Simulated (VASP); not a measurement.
# KTaO3 (P4/mmm) in VASP: a series of runs

The runs below take KTaO3 through single point, with r2SCAN, HSE06.

Program: VASP 6.6.1. These are calculated values, not measurements. Logs are shortened: lines on timing, memory, paths and dates and some standing lists are left out, and cuts for length are marked.

## (1) The cell of the first run

Symmetry: P4/mmm, No. 123, tetragonal system. Conventional cell: a = 3.910 Å, b = 3.910 Å, c = 4.020 Å, α = 90.00°, β = 90.00°, γ = 90.00°. Within 3.6 Å of K (site symmetry 4/mmm) lie 12 O at 2.77 to 2.80 Å and 8 Ta at 3.42 Å. Within 2.6 Å of Ta (site symmetry 4/mmm) lie 6 O at 1.96 to 2.01 Å. O (site symmetry 4/mmm) has 2 Ta at 2.01 Å and 4 K at 2.77 Å and 8 O at 2.80 Å within 2.9 Å. Within 2.6 Å of O (site symmetry mmm) lie 2 Ta at 1.96 Å.

## (2) Single point, r2SCAN, non-collinear spin, zero start, spin-orbit coupling (epitaxial xy strain -2.0%)

POSCAR

```
KTaO3
1.0
    3.9103284809      0.0000000000      0.0000000000
    0.0000000000      3.9103284809      0.0000000000
    0.0000000000      0.0000000000      4.0204236421
K Ta O
1 1 3
Direct
    0.0000000000      0.0000000000      0.0000000000
    0.5000000000      0.5000000000      0.5000000000
    0.5000000000      0.5000000000      0.0000000000
    0.5000000000      0.0000000000      0.5000000000
    0.0000000000      0.5000000000      0.5000000000
```

INCAR.step1

```
SYSTEM = KTaO3
PREC     = Accurate       ! precision mode
ENCUT    = 520            ! plane-wave cutoff, eV
ISMEAR   = 0              ! smearing method
SIGMA    = 0.01           ! smearing width, eV
LREAL    = .FALSE.        ! projectors in reciprocal space
LASPH    = .TRUE.         ! aspherical terms in the spheres
NELM     = 150            ! most SCF steps
LNONCOLLINEAR= .TRUE.         ! non-collinear magnetism
MAGMOM   = 0 0 0 0 0 0 0 0 0 0 0 0 0 0 0 ! initial moments
LSORBIT  = .TRUE.         ! spin-orbit coupling
GGA_COMPAT= .FALSE.      
LMAXMIX  = 4              ! l up to which the mixer works
NBANDS   = 53             ! bands
GGA      = PE             ! functional
ALGO     = Normal         ! electronic algorithm
EDIFF    = 1E-4           ! SCF threshold, eV
LWAVE    = .TRUE.         ! write WAVECAR
LCHARG   = .FALSE.        ! write CHGCAR
```

INCAR.step2

```
SYSTEM = KTaO3
PREC     = Accurate       ! precision mode
ENCUT    = 520            ! plane-wave cutoff, eV
EDIFF    = 1E-7           ! SCF threshold, eV
ISMEAR   = 0              ! smearing method
SIGMA    = 0.01           ! smearing width, eV
LREAL    = .FALSE.        ! projectors in reciprocal space
LASPH    = .TRUE.         ! aspherical terms in the spheres
NELM     = 150            ! most SCF steps
ALGO     = Normal         ! electronic algorithm
ISIF     = 2              ! what is computed and relaxed
LWAVE    = .FALSE.        ! write WAVECAR
LCHARG   = .FALSE.        ! write CHGCAR
LNONCOLLINEAR= .TRUE.         ! non-collinear magnetism
MAGMOM   = 0 0 0 0 0 0 0 0 0 0 0 0 0 0 0 ! initial moments
LORBIT   = 11             ! projections on sites
LSORBIT  = .TRUE.         ! spin-orbit coupling
GGA_COMPAT= .FALSE.      
LORBMOM  = .TRUE.       
LMAXMIX  = 4              ! l up to which the mixer works
METAGGA  = R2SCAN         ! meta-GGA
LMIXTAU  = .TRUE.       
NBANDS   = 53             ! bands
ISTART   = 1
```

KPOINTS

```
Automatic mesh
0
G
  6 6 6
  0 0 0
```

Potentials or basis: VASP PAW PBE potentials, release 64 (K_sv, Ta_pv, O).

Started as:

```
$ cat potpaw_PBE.64/K_sv/POTCAR potpaw_PBE.64/Ta_pv/POTCAR potpaw_PBE.64/O/POTCAR > POTCAR
$ cp INCAR.step1 INCAR
$ mpirun -np 1 vasp_ncl > vasp.out
$ cp INCAR.step2 INCAR
$ mpirun -np 1 vasp_ncl > vasp.out
```

OUTCAR:

```text
SYSTEM = KTaO3
   PREC = Accurate
   ENCUT = 520
   EDIFF = 1E-7
   ISMEAR = 0
   LREAL = .FALSE.
   LASPH = .TRUE.
   NELM = 150
   ISIF = 2
   LNONCOLLINEAR = .TRUE.
   LORBIT = 11
   LSORBIT = .TRUE.
   METAGGA = R2SCAN
   ISTART = 1

 ion  position               nearest neighbor table
   1  0.000  0.000  0.000-   3 2.77   3 2.77   3 2.77   3 2.77   5 2.80   4 2.80   5 2.80   5 2.80
                             5 2.80   4 2.80   4 2.80   4 2.80   2 3.42   2 3.42   2 3.42   2 3.42
   2  0.500  0.500  0.500-   4 1.96   5 1.96   4 1.96   5 1.96   3 2.01   3 2.01   1 3.42   1 3.42
                             1 3.42   1 3.42   1 3.42   1 3.42   1 3.42   1 3.42
   3  0.500  0.500  0.000-   2 2.01   2 2.01   1 2.77   1 2.77   1 2.77   1 2.77
   4  0.500  0.000  0.500-   2 1.96   2 1.96   1 2.80   1 2.80   1 2.80   1 2.80
   5  0.000  0.500  0.500-   2 1.96   2 1.96   1 2.80   1 2.80   1 2.80   1 2.80

  LATTYP: Found a simple tetragonal cell.
 ALAT       =     3.9103284809
 C/A-ratio  =     1.0281549649

  Lattice vectors:

 A1 = (   3.9103284809,   0.0000000000,   0.0000000000)
 A2 = (   0.0000000000,   3.9103284809,   0.0000000000)
 A3 = (   0.0000000000,   0.0000000000,   4.0204236421)

Analysis of symmetry for initial positions (statically):
=====================================================================
 Subroutine PRICEL returns:
 Original cell was already a primitive cell.

 Routine SETGRP: Setting up the symmetry group for a
 simple tetragonal supercell.

 Subroutine GETGRP returns: Found 16 space group operations
 (whereof 16 operations were pure point group operations)
 out of a pool of 16 trial point group operations.

The static configuration has the point symmetry D_4h.

Analysis of symmetry for dynamics (positions and initial velocities):
=====================================================================
 Subroutine PRICEL returns:
 Original cell was already a primitive cell.

 Routine SETGRP: Setting up the symmetry group for a
 simple tetragonal supercell.

 Subroutine GETGRP returns: Found 16 space group operations
 (whereof 16 operations were pure point group operations)
 out of a pool of 16 trial point group operations.

The dynamic configuration has the point symmetry D_4h.

Analysis of structural, dynamic, and magnetic symmetry:
=====================================================================
 Subroutine PRICEL returns:
 Original cell was already a primitive cell.

 Routine SETGRP: Setting up the symmetry group for a
 simple tetragonal supercell.

 Subroutine GETGRP returns: Found 16 space group operations
 (whereof 16 operations were pure point group operations)
 out of a pool of 16 trial point group operations.

The overall configuration has the point symmetry D_4h.

 Subroutine INISYM returns: Found 16 space group operations
 (whereof 16 operations are pure point group operations),
 and found     1 'primitive' translations

----------------------------------------------------------------------------------------

                                     Primitive cell

  volume of cell :      61.4750

  direct lattice vectors                    reciprocal lattice vectors
     3.910328481  0.000000000  0.000000000     0.255732991  0.000000000  0.000000000
     0.000000000  3.910328481  0.000000000     0.000000000  0.255732991  0.000000000
     0.000000000  0.000000000  4.020423642     0.000000000  0.000000000  0.248730007

  length of vectors
     3.910328481  3.910328481  4.020423642     0.255732991  0.255732991  0.248730007

  position of ions in fractional coordinates (direct lattice)
     0.000000000  0.000000000  0.000000000
     0.500000000  0.500000000  0.500000000
     0.500000000  0.500000000  0.000000000
     0.500000000  0.000000000  0.500000000
     0.000000000  0.500000000  0.500000000

  ion indices of the primitive-cell ions
   primitive index   ion index
                 1           1
                 2           2
                 3           3
                 4           4
                 5           5

----------------------------------------------------------------------------------------

 KPOINTS: Automatic mesh
[... 128 lines left out ...]
  band No.  band energies     occupation
      1     -38.8067      1.00000
      2     -38.8067      1.00000
      3     -31.0602      1.00000
      4     -31.0602      1.00000
      5     -31.0157      1.00000
      6     -31.0157      1.00000
[... 1261 lines left out ...]
     49      12.5702      0.00000
     50      12.5702      0.00000

 [... further k-points ...]

 [bands above 50 left out]

------------------------ aborting loop because EDIFF is reached ----------------------------------------

  FORCE on cell =-STRESS in cart. coord.  units (eV):
  Direction    XX          YY          ZZ          XY          YZ          ZX
  --------------------------------------------------------------------------------------
  -------------------------------------------------------------------------------------
  Total        4.9743840      4.9743840      0.4486971      0.0000000     -0.0000000      0.0000000
  in kB      129.6437512    129.6437512     11.6940670      0.0000000     -0.0000000      0.0000000
  external PRESSURE =      90.3271898 kB  Pullay stress =       0.0000000 kB

 VOLUME and BASIS-vectors are now :
 -----------------------------------------------------------------------------
  energy-cutoff  :      520.00
  volume of cell :       61.47
      direct lattice vectors                 reciprocal lattice vectors
     3.910328481  0.000000000  0.000000000     0.255732991  0.000000000  0.000000000
     0.000000000  3.910328481  0.000000000     0.000000000  0.255732991  0.000000000
     0.000000000  0.000000000  4.020423642     0.000000000  0.000000000  0.248730007

 POSITION                                       TOTAL-FORCE (eV/Angst)
 -----------------------------------------------------------------------------------
      0.00000      0.00000      0.00000         0.000000      0.000000      0.000000
      1.95516      1.95516      2.01021         0.000000      0.000000      0.000000
      1.95516      1.95516      0.00000         0.000000      0.000000      0.000000
      1.95516      0.00000      2.01021         0.000000      0.000000      0.000000
      0.00000      1.95516      2.01021         0.000000      0.000000      0.000000
 -----------------------------------------------------------------------------------
    total drift:                                0.000000      0.000000      0.000000

  FREE ENERGIE OF THE ION-ELECTRON SYSTEM (eV)
  ---------------------------------------------------
  free  energy   TOTEN  =       -87.6312702928 eV

  energy  without entropy=      -87.6312702928  energy(sigma->0) =      -87.63127029

 orbital moment (x)

 # of ion     p       d       tot
 ----------------------------------------
  1         0.000   0.000   0.000
  2         0.000   0.000   0.000
  3         0.000   0.000   0.000
  4         0.000   0.000   0.000
  5         0.000   0.000   0.000
 ----------------------------------------
            0.000   0.000   0.000

 orbital moment (y)

 # of ion     p       d       tot
 ----------------------------------------
  1         0.000  -0.000  -0.000
  2         0.000  -0.000  -0.000
  3         0.000   0.000   0.000
  4         0.000   0.000   0.000
  5        -0.000   0.000  -0.000
 ----------------------------------------
           -0.000  -0.000  -0.000

 orbital moment (z)

 # of ion     p       d       tot
 ----------------------------------------
  1         0.000  -0.000  -0.000
  2         0.000   0.000   0.000
  3         0.000   0.000   0.000
  4         0.000   0.000   0.000
  5         0.000   0.000   0.000
 ----------------------------------------
            0.000  -0.000   0.000

 Spin-Orbit-Coupling matrix elements

 Ion:    1  E_soc:     -0.0071580
 l=   1
     0.0000000    -0.0011924    -0.0011934
    -0.0011924     0.0000000    -0.0011924
    -0.0011934    -0.0011924     0.0000000
 l=   2
     0.0000000    -0.0000000     0.0000000    -0.0000000    -0.0000003
    -0.0000000     0.0000000    -0.0000002    -0.0000000    -0.0000001
     0.0000000    -0.0000002     0.0000000    -0.0000002     0.0000000
    -0.0000000    -0.0000000    -0.0000002     0.0000000    -0.0000001
    -0.0000003    -0.0000001     0.0000000    -0.0000001     0.0000000
 l=   3
     0.0000000     0.0000000     0.0000000     0.0000000     0.0000000     0.0000000     0.0000000
     0.0000000     0.0000000     0.0000000     0.0000000     0.0000000     0.0000000     0.0000000
     0.0000000     0.0000000     0.0000000     0.0000000     0.0000000     0.0000000     0.0000000
     0.0000000     0.0000000     0.0000000     0.0000000     0.0000000     0.0000000     0.0000000
[... 69 lines left out ...]
 l=   2
     0.0000000     0.0000000     0.0000000     0.0000000     0.0000000
     0.0000000     0.0000000     0.0000000     0.0000000     0.0000000
     0.0000000     0.0000000     0.0000000     0.0000000     0.0000000
     0.0000000     0.0000000     0.0000000     0.0000000     0.0000000
     0.0000000     0.0000000     0.0000000     0.0000000     0.0000000
 l=   3
     0.0000000     0.0000000     0.0000000     0.0000000     0.0000000     0.0000000     0.0000000
     0.0000000     0.0000000     0.0000000     0.0000000     0.0000000     0.0000000     0.0000000
     0.0000000     0.0000000     0.0000000     0.0000000     0.0000000     0.0000000     0.0000000
     0.0000000     0.0000000     0.0000000     0.0000000     0.0000000     0.0000000     0.0000000
     0.0000000     0.0000000     0.0000000     0.0000000     0.0000000     0.0000000     0.0000000
     0.0000000     0.0000000     0.0000000     0.0000000     0.0000000     0.0000000     0.0000000
     0.0000000     0.0000000     0.0000000     0.0000000     0.0000000     0.0000000     0.0000000

 total charge

# of ion       s       p       d       tot
------------------------------------------
    1        1.964   5.707   0.049   7.720
    2        0.373   6.385   2.069   8.828
    3        1.565   3.546   0.000   5.112
    4        1.572   3.576   0.000   5.148
    5        1.572   3.576   0.000   5.148
--------------------------------------------------
tot          7.046  22.792   2.118  31.956

 magnetization (x)

# of ion       s       p       d       tot
------------------------------------------
    1        0.000   0.000   0.000   0.000
    2        0.000   0.000   0.000   0.000
    3        0.000   0.000   0.000   0.000
    4        0.000   0.000   0.000   0.000
    5       -0.000   0.000   0.000  -0.000
--------------------------------------------------
tot         -0.000   0.000   0.000  -0.000

 magnetization (y)

# of ion       s       p       d       tot
------------------------------------------
    1       -0.000   0.000   0.000  -0.000
    2        0.000  -0.000  -0.000   0.000
    3       -0.000   0.000   0.000  -0.000
    4        0.000   0.000   0.000   0.000
    5        0.000   0.000   0.000   0.000
--------------------------------------------------
tot          0.000  -0.000  -0.000   0.000

 magnetization (z)

# of ion       s       p       d       tot
------------------------------------------
    1       -0.000   0.000  -0.000  -0.000
    2       -0.000  -0.000   0.000   0.000
    3        0.000   0.000   0.000   0.000
    4        0.000   0.000   0.000   0.000
    5        0.000  -0.000   0.000  -0.000
--------------------------------------------------
tot         -0.000   0.000   0.000   0.000
```

Wall time 12 min (1 thread of Intel Xeon 6975P-C (Granite Rapids), shared host); peak memory 0.45 GiB.

What came out:

* Free energy: -87.6313 eV
* Pressure: 9.0 GPa
* Net moment: 0.00 μB per cell
* Valence electrons inside the program's atomic spheres: K 7.72; Ta 8.83; O 5.11, 5.15 (each value once)

Moments on the atoms (μB; x, y, z):
```
K   0.00 0.00 0.00
Ta  0.00 0.00 0.00
O   0.00 0.00 0.00
O   0.00 0.00 0.00
O   0.00 0.00 0.00
```

Caveat: the cell differs from its parent crystal (epitaxial xy strain -2.0%); the cell stands under pressure; the PAW data sets were made with another functional, which shifts forces and pressure a little.

(Continued in part 2 of 2.)
